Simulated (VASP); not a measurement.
Set up this calculation in VASP 6.6.1, as the native input.

```
Task                   : single point
Functional             : PBEsol
Potentials or basis    : VASP PAW PBE potentials, release 64 (O, H, C)
Cutoff                 : 520 eV
k mesh                 : 1 × 1 × 1
Occupations            : fermi-dirac, width 0.02 eV
Spin                   : no spin polarisation
Dipole correction      : no
Further INCAR settings : LREAL = Auto; ALGO = Normal; EDIFF = 1e-06; NBANDS = 72
```

The structure of H22CO12 lies in POSCAR:

```
H22CO12
1.0
    8.5899750000      0.0000000000      0.0000000000
    0.0000000000      8.5899750000      0.0000000000
    0.0000000000      0.0000000000      8.5899750000
O H C
12 22 1
Direct
    0.9289316907      0.4072654461      0.1948550491
    0.2622126374      0.4581154194      0.2066129412
    0.3644830165      0.0220722412      0.1824103097
    0.4579990047      0.1350877040      0.9065916956
    0.5519806519      0.7489893742      1.0368249034
    0.6392102422      0.6096176066      0.4828652004
    0.6944606940      0.4981853847      0.7689079421
    0.6298155699      0.0005122250      0.6633081004
    0.1008734018      0.2284756358      0.8481049130
   -0.1874394279      0.1778119261      0.9176161747
    0.9639958207      0.7867194026      0.2581614033
    0.9634370298      1.0104802400      0.4183248496
    0.9269526396      0.4565671029      0.0861469329
    0.9104217416      0.2935282117      0.1581611122
    0.1580796219      0.4314913606      0.1806408051
    0.3374282230      0.3874632930      0.2360076717
    0.3305131854      0.0272061327      0.2910835014
    0.4618988996      0.0700234867      0.1697909482
    0.3447623538      0.1065660843      0.9098862337
    0.4891399568      0.0644355775      0.8212713075
    0.4905020096      0.6699437426      1.0788739199
    0.5023530336      0.8481398374      1.0460915195
    0.5412821341      0.5763811885      0.5138548133
    0.6132031816      0.6573942299      0.3882432720
    0.7412827162      0.5850308063      0.7140183761
    0.6244604903      0.5641809202      0.8479186494
    0.7205492449      0.0732248930      0.6639949476
    0.6597341669     -0.0992203120      0.6050774304
   -0.0133527746      0.2036210816      0.8552877046
    0.1309200551      0.3406179878      0.8595135609
   -0.2618983175      0.2504547452      0.8599792200
   -0.2432253877      0.1216185146      0.9946012648
    1.0846830171      0.7800954019      0.2807575109
    0.7769289200      0.9449969296      0.2999426657
    0.9023076319      0.9230527446      0.3182779927
```

One way to write it, as run:

INCAR

```
PREC     = Accurate       # precision mode
ENCUT    = 520            # plane-wave cutoff, eV
EDIFF    = 1E-6           # SCF threshold, eV
ISMEAR   = -1             # smearing method
SIGMA    = 0.02           # smearing width, eV
LREAL    = Auto         
LASPH    = True           # aspherical terms in the spheres
NELM     = 60             # most SCF steps
ALGO     = Normal         # electronic algorithm
ISIF     = 2              # what is computed and relaxed
LWAVE    = False          # write WAVECAR
LCHARG   = True           # write CHGCAR
GGA      = PS             # functional
LELF     = True           # ELF
LVHAR    = True         
NBANDS   = 72             # bands
```

KPOINTS

```
regular mesh
0
Gamma
  1 1 1
```

Potentials or basis: VASP PAW PBE potentials, release 64 (O, H, C).

Run with:

```console
$ cat potpaw_PBE.64/O/POTCAR potpaw_PBE.64/H/POTCAR potpaw_PBE.64/C/POTCAR > POTCAR
$ mpirun -np 1 vasp_gam > vasp.out
```

Results of the run:

| Item | Value |
| --- | --- |
| Pressure | -1.2 GPa |
| Largest force | 4.017 eV/Å |
| Band gap on the k mesh | 3.82 eV |

Caveat: the k points lie up to 0.73 Å⁻¹ apart; the atoms stand as in a frame of molecular dynamics; the PAW data sets were made with another functional, which shifts forces and pressure a little.

Wall time 2.4 min on 1 thread of Intel Xeon 8259CL (shared host), peak memory 0.56 GiB.
